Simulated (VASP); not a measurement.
# GdO (F-43m) in VASP: a series of runs

Aim: see how the results for GdO move with the level of theory and the settings. Levels: PBE+D4+U, PBE+D3(BJ)+U, BLYP+D3(BJ)+U. Tasks: single point.

Program: VASP 6.6.1. These are calculated values, not measurements. Logs are shortened: lines on timing, memory, paths and dates and some standing lists are left out, and cuts for length are marked.

### Step 1. The cell of the first run

Symmetry: F-43m, No. 216, cubic system. Conventional cell: a = 5.286 Å, b = 5.286 Å, c = 5.286 Å, α = 90.00°, β = 90.00°, γ = 90.00°. Gd (site symmetry -43m) has 4 O at 2.29 Å within 3.0 Å. Within 3.0 Å of O (site symmetry -43m) lie 4 Gd at 2.29 Å.

### Step 2. Single point, PBE+D4+U, collinear spin, ferromagnetic start (18.46 Å³/atom)

The input, INCAR:

```
PREC = Accurate ; ENCUT = 520
EDIFF = 1E-6 ; ISMEAR = 0
SIGMA = 0.05 ; LREAL = False
LASPH = True ; NELM = 150
ALGO = Normal ; ISIF = 2
LWAVE = False ; LCHARG = True
ISPIN = 2 ; MAGMOM = 7.69 0.02
LORBIT = 11 ; LMAXMIX = 6
LDAU = True ; LDAUTYPE = 2
LDAUL = 3 -1 ; LDAUU = 6 0
LDAUJ = 0 0 ; LDAUPRINT = 1
GGA = PE ; IVDW = 13
LELF = True ; LVHAR = True
NBANDS = 23
```

The input, KPOINTS:

```
Automatic mesh
0
Gamma
  8 8 8
```

The input, POSCAR:

```
GdO
1.0
    0.0000000000      2.6427670397      2.6427670397
    2.6427670397      0.0000000000      2.6427670397
    2.6427670397      2.6427670397      0.0000000000
Gd O
1 1
Direct
    0.0000000000      0.0000000000      0.0000000000
    0.2500000000      0.2500000000      0.2500000000
```

Potentials or basis: VASP PAW PBE potentials, release 64 (Gd, O).

The run is started by

```bash
> cat potpaw_PBE.64/Gd/POTCAR potpaw_PBE.64/O/POTCAR > POTCAR
> mpirun -np 1 vasp_std > vasp.out
```

OUTCAR:

```text
PREC = Accurate
   ENCUT = 520
   EDIFF = 1E-6
   ISMEAR = 0
   LREAL = False
   LASPH = True
   NELM = 150
   ISIF = 2
   ISPIN = 2
   LORBIT = 11
   GGA = PE
   IVDW = 13

 ion  position               nearest neighbor table
   1  0.000  0.000  0.000-   2 2.29   2 2.29   2 2.29   2 2.29
   2  0.250  0.250  0.250-   1 2.29   1 2.29   1 2.29   1 2.29

  LATTYP: Found a face centered cubic cell.
 ALAT       =     5.2855340794

  Lattice vectors:

 A1 = (   0.0000000000,   2.6427670397,   2.6427670397)
 A2 = (   2.6427670397,   0.0000000000,   2.6427670397)
 A3 = (   2.6427670397,   2.6427670397,   0.0000000000)

Analysis of symmetry for initial positions (statically):
=====================================================================
 Subroutine PRICEL returns:
 Original cell was already a primitive cell.

 Routine SETGRP: Setting up the symmetry group for a
 face centered cubic supercell.

 Subroutine GETGRP returns: Found 24 space group operations
 (whereof 24 operations were pure point group operations)
 out of a pool of 48 trial point group operations.

The static configuration has the point symmetry T_d .

Analysis of symmetry for dynamics (positions and initial velocities):
=====================================================================
 Subroutine PRICEL returns:
 Original cell was already a primitive cell.

 Routine SETGRP: Setting up the symmetry group for a
 face centered cubic supercell.

 Subroutine GETGRP returns: Found 24 space group operations
 (whereof 24 operations were pure point group operations)
 out of a pool of 48 trial point group operations.

The dynamic configuration has the point symmetry T_d .

Analysis of structural, dynamic, and magnetic symmetry:
=====================================================================
 Subroutine PRICEL returns:
 Original cell was already a primitive cell.

 Routine SETGRP: Setting up the symmetry group for a
 face centered cubic supercell.

 Subroutine GETGRP returns: Found 24 space group operations
 (whereof 24 operations were pure point group operations)
 out of a pool of 48 trial point group operations.

The overall configuration has the point symmetry T_d .

 Subroutine INISYM returns: Found 24 space group operations
 (whereof 24 operations are pure point group operations),
 and found     1 'primitive' translations

----------------------------------------------------------------------------------------

                                     Primitive cell

  volume of cell :      36.9153

  direct lattice vectors                    reciprocal lattice vectors
     0.000000000  2.642767040  2.642767040    -0.189195639  0.189195639  0.189195639
     2.642767040  0.000000000  2.642767040     0.189195639 -0.189195639  0.189195639
     2.642767040  2.642767040  0.000000000     0.189195639  0.189195639 -0.189195639

  length of vectors
     3.737436990  3.737436990  3.737436990     0.327696460  0.327696460  0.327696460

  position of ions in fractional coordinates (direct lattice)
     0.000000000  0.000000000  0.000000000
     0.250000000  0.250000000  0.250000000

  ion indices of the primitive-cell ions
[... 112 lines left out ...]
  energy-cutoff  :      520.00
  volume of cell :       36.92
 maximum number of plane-waves:      1006
   NGX = 13   NGY = 13   NGZ = 13

atom =   1  type =  1  l = 3

 onsite density matrix

spin component  1

  0.9920 -0.0000 -0.0001  0.0000 -0.0000 -0.0000 -0.0000
 -0.0000  0.9997 -0.0000  0.0000 -0.0000 -0.0000 -0.0000
 -0.0001 -0.0000  0.9920  0.0000  0.0000 -0.0000 -0.0000
  0.0000  0.0000  0.0000  0.9919  0.0000 -0.0000  0.0000
 -0.0000 -0.0000  0.0000  0.0000  0.9920  0.0000  0.0001
 -0.0000 -0.0000 -0.0000 -0.0000  0.0000  0.9921  0.0000
 -0.0000 -0.0000 -0.0000  0.0000  0.0001  0.0000  0.9920

spin component  2

  0.0039  0.0000 -0.0001 -0.0000 -0.0000  0.0000  0.0000
  0.0000  0.0110 -0.0000  0.0000 -0.0000  0.0000 -0.0000
 -0.0001 -0.0000  0.0040 -0.0000 -0.0000 -0.0000  0.0000
 -0.0000  0.0000 -0.0000  0.0038  0.0000  0.0000 -0.0000
 -0.0000 -0.0000 -0.0000  0.0000  0.0040 -0.0000  0.0001
  0.0000  0.0000 -0.0000  0.0000 -0.0000  0.0041 -0.0000
  0.0000 -0.0000  0.0000 -0.0000  0.0001 -0.0000  0.0039

 occupancies and eigenvectors

  o =  0.0038  v =  0.0000  0.0000  0.0000  0.0000  0.0000  0.0000  0.0000  0.7906  0.0000  0.6124  0.0001  0.0000  0.0000 -0.0000      0.0000  0.0000  0.0000  0.0000  0.0000  0.0000  0.0000  0.0000  0.0000  0.0000  0.0000  0.0000  0.0000  0.0000
  o =  0.0038  v =  0.0000  0.0000  0.0000  0.0000  0.0000  0.0000  0.0000  0.0000  0.0000  0.0000  0.0005 -0.6124 -0.0000  0.7906      0.0000  0.0000  0.0000  0.0000  0.0000  0.0000  0.0000  0.0000  0.0000  0.0000  0.0000  0.0000  0.0000  0.0000
  o =  0.0038  v =  0.0000  0.0000  0.0000  0.0000  0.0000  0.0000  0.0000  0.0001  0.0000  0.0001 -1.0000 -0.0003  0.0000  0.0004      0.0000  0.0000  0.0000  0.0000  0.0000  0.0000  0.0000  0.0000  0.0000  0.0000  0.0000  0.0000  0.0000  0.0000
  o =  0.0041  v =  0.0000  0.0000  0.0000  0.0000  0.0000  0.0000  0.0000  0.6124 -0.0000 -0.7906 -0.0000 -0.0000 -0.0005 -0.0000      0.0000  0.0000  0.0000  0.0000  0.0000  0.0000  0.0000  0.0000  0.0000  0.0000  0.0000  0.0000  0.0000  0.0000
  o =  0.0041  v =  0.0000  0.0000  0.0000  0.0000  0.0000  0.0000  0.0000 -0.0000 -0.0000  0.0000 -0.0000 -0.7906 -0.0011 -0.6124      0.0000  0.0000  0.0000  0.0000  0.0000  0.0000  0.0000  0.0000  0.0000  0.0000  0.0000  0.0000  0.0000  0.0000
  o =  0.0041  v =  0.0000  0.0000  0.0000  0.0000  0.0000  0.0000  0.0000  0.0003 -0.0000 -0.0004  0.0000 -0.0009  1.0000 -0.0007      0.0000  0.0000  0.0000  0.0000  0.0000  0.0000  0.0000  0.0000  0.0000  0.0000  0.0000  0.0000  0.0000  0.0000
  o =  0.0110  v =  0.0000  0.0000  0.0000  0.0000  0.0000  0.0000  0.0000  0.0000  1.0000 -0.0000  0.0000 -0.0000 -0.0000 -0.0000      0.0000  0.0000  0.0000  0.0000  0.0000  0.0000  0.0000  0.0000  0.0000  0.0000  0.0000  0.0000  0.0000  0.0000
  o =  0.9919  v =  0.0000 -0.0000 -0.0000  0.0448 -0.6118 -0.0000  0.7898  0.0000  0.0000  0.0000  0.0000  0.0000  0.0000  0.0000      0.0000  0.0000  0.0000  0.0000  0.0000  0.0000  0.0000  0.0000  0.0000  0.0000  0.0000  0.0000  0.0000  0.0000
  o =  0.9919  v =  0.0000  0.0000  0.0000  0.9990  0.0274  0.0000 -0.0354  0.0000  0.0000  0.0000  0.0000  0.0000  0.0000  0.0000      0.0000  0.0000  0.0000  0.0000  0.0000  0.0000  0.0000  0.0000  0.0000  0.0000  0.0000  0.0000  0.0000  0.0000
  o =  0.9919  v = -0.7906 -0.0000 -0.6124  0.0000 -0.0000 -0.0000 -0.0000  0.0000  0.0000  0.0000  0.0000  0.0000  0.0000  0.0000      0.0000  0.0000  0.0000  0.0000  0.0000  0.0000  0.0000  0.0000  0.0000  0.0000  0.0000  0.0000  0.0000  0.0000
  o =  0.9921  v =  0.0000 -0.0000 -0.0000 -0.0000  0.3638  0.8878  0.2818  0.0000  0.0000  0.0000  0.0000  0.0000  0.0000  0.0000      0.0000  0.0000  0.0000  0.0000  0.0000  0.0000  0.0000  0.0000  0.0000  0.0000  0.0000  0.0000  0.0000  0.0000
  o =  0.9921  v =  0.0000  0.0000 -0.0000  0.0000  0.7019 -0.4602  0.5437  0.0000  0.0000  0.0000  0.0000  0.0000  0.0000  0.0000      0.0000  0.0000  0.0000  0.0000  0.0000  0.0000  0.0000  0.0000  0.0000  0.0000  0.0000  0.0000  0.0000  0.0000
  o =  0.9921  v =  0.6124 -0.0000 -0.7906  0.0000 -0.0000 -0.0000 -0.0000  0.0000  0.0000  0.0000  0.0000  0.0000  0.0000  0.0000      0.0000  0.0000  0.0000  0.0000  0.0000  0.0000  0.0000  0.0000  0.0000  0.0000  0.0000  0.0000  0.0000  0.0000
  o =  0.9997  v =  0.0000  1.0000 -0.0000 -0.0000 -0.0000  0.0000  0.0000  0.0000  0.0000  0.0000  0.0000  0.0000  0.0000  0.0000      0.0000  0.0000  0.0000  0.0000  0.0000  0.0000  0.0000  0.0000  0.0000  0.0000  0.0000  0.0000  0.0000  0.0000

 number of electron      24.0000010 magnetization       7.9414034

 Free energy of the ion-electron system (eV)
  ---------------------------------------------------
  ext. energy  EPLUGINS =         0.00000000
  ---------------------------------------------------
  free energy    TOTEN  =       -21.64113206 eV

  energy without entropy =      -21.64013137  energy(sigma->0) =      -21.64063172

 E-fermi :   4.5496     XC(G=0): -10.3921

 val. band max:        4.5334005715   @ k =   0.3750   0.1250   0.0000
 cond. band min:       4.5529418994   @ k =   0.3750   0.0000   0.0000
 fundamental gap:      0.0195413280
 Fermi energy:         4.5495515977

 spin component 1

 k-point     1 :       0.0000    0.0000    0.0000
  band No.  band energies     occupation
      1     -41.2757      1.00000
      2     -18.4518      1.00000
      3     -18.4518      1.00000
      4     -18.4518      1.00000
      5     -15.2216      1.00000
      6      -3.8509      1.00000
[... 1241 lines left out ...]
     22      14.2052      0.00000
     23      17.8979      0.00000

 [... further k-points ...]

------------------------ aborting loop because EDIFF is reached ----------------------------------------

  DFT-D4 for vdW energy calculation

  Edisp (eV):   -0.51079

  FORCE on cell =-STRESS in cart. coord.  units (eV):
  Direction    XX          YY          ZZ          XY          YZ          ZX
  --------------------------------------------------------------------------------------
  -------------------------------------------------------------------------------------
  Total       1.08717     1.08717     1.08717    -0.00000     0.00000    -0.00000
  in kB      47.18452    47.18452    47.18452    -0.00000     0.00000    -0.00000
  external pressure =       47.18 kB  Pullay stress =        0.00 kB

 VOLUME and BASIS-vectors are now :
 -----------------------------------------------------------------------------
  energy-cutoff  :      520.00
  volume of cell :       36.92
      direct lattice vectors                 reciprocal lattice vectors
     0.000000000  2.642767040  2.642767040    -0.189195639  0.189195639  0.189195639
     2.642767040  0.000000000  2.642767040     0.189195639 -0.189195639  0.189195639
     2.642767040  2.642767040  0.000000000     0.189195639  0.189195639 -0.189195639

 POSITION                                       TOTAL-FORCE (eV/Angst)
 -----------------------------------------------------------------------------------
      0.00000      0.00000      0.00000         0.000000      0.000000      0.000000
      1.32138      1.32138      1.32138        -0.000000     -0.000000     -0.000000
 -----------------------------------------------------------------------------------
    total drift:                               -0.000000     -0.000000     -0.000000

  FREE ENERGIE OF THE ION-ELECTRON SYSTEM (eV)
  ---------------------------------------------------
  free  energy   TOTEN  =       -22.1519236350 eV

  energy  without entropy=      -22.1509229445  energy(sigma->0) =      -22.15142329

 total charge

# of ion       s       p       d       f       tot
--------------------------------------------------
    1        2.038   5.651   0.548   6.979  15.215
    2        1.571   3.463   0.000   0.000   5.034
--------------------------------------------------
tot          3.608   9.115   0.548   6.979  20.249

 magnetization (x)

# of ion       s       p       d       f       tot
--------------------------------------------------
    1        0.006  -0.053   0.212   6.912   7.077
    2        0.005   0.002   0.000   0.000   0.007
--------------------------------------------------
tot          0.011  -0.051   0.212   6.912   7.084
```

Wall time 46 s (1 thread of AMD EPYC 9R45 (Zen 5), shared host); peak memory 0.18 GiB.

Results:

| Property | Result |
| --- | --- |
| Free energy | -22.1519 eV |
| Pressure | 4.7 GPa |
| Net moment | 7.94 μB per cell |
| Site moments | Gd +7.08; O +0.01 μB |
| Valence electrons inside the program's atomic spheres | Gd 15.21; O 5.03 |
| Dispersion energy per atom | -0.255 eV |

Levels at points of the mesh, in eV from the Fermi level:
Spin up:
```
           k point  band 13  band 14  band 15  band 16  band 17  band 18  band 19  band 20
(0.00, 0.00, 0.00)    -5.94    -5.94    -5.94    -2.46     2.53     2.53     4.59     4.59
(0.50, 0.00, 0.00)    -5.60    -5.50    -5.50     0.01     2.41     2.41     2.98     4.71
(0.50, 0.50, 0.00)    -6.52    -4.66    -4.66    -1.10     0.91     4.24     4.73     4.73
```
Spin down:
```csv
k point,band 6,band 7,band 8,band 9,band 10,band 11
"(0.00, 0.00, 0.00)",-5.83,-5.83,-5.83,-1.06,2.83,2.83
"(0.50, 0.00, 0.00)",-5.37,-5.37,-5.23,1.41,2.45,2.69
"(0.50, 0.50, 0.00)",-6.37,-4.55,-4.55,0.93,1.38,2.90
```

Eigenvalues of the final occupation matrices:
| site | spin | trace | eigenvalues |
| --- | --- | --- | --- |
| site 1 f | 1 | 6.95 | 0.99 0.99 0.99 0.99 0.99 0.99 1.00 |
| site 1 f | 2 | 0.03 | 0.00 0.00 0.00 0.00 0.00 0.00 0.01 |

Caveat: the cell stands under pressure; spin-orbit coupling is left out, which moves the levels of the heavy elements; a cell with one magnetic atom can't hold antiferromagnetic order, which such compounds often take. The state reached can hang on the start; a lower one may exist.

[end of part 1 of 2]
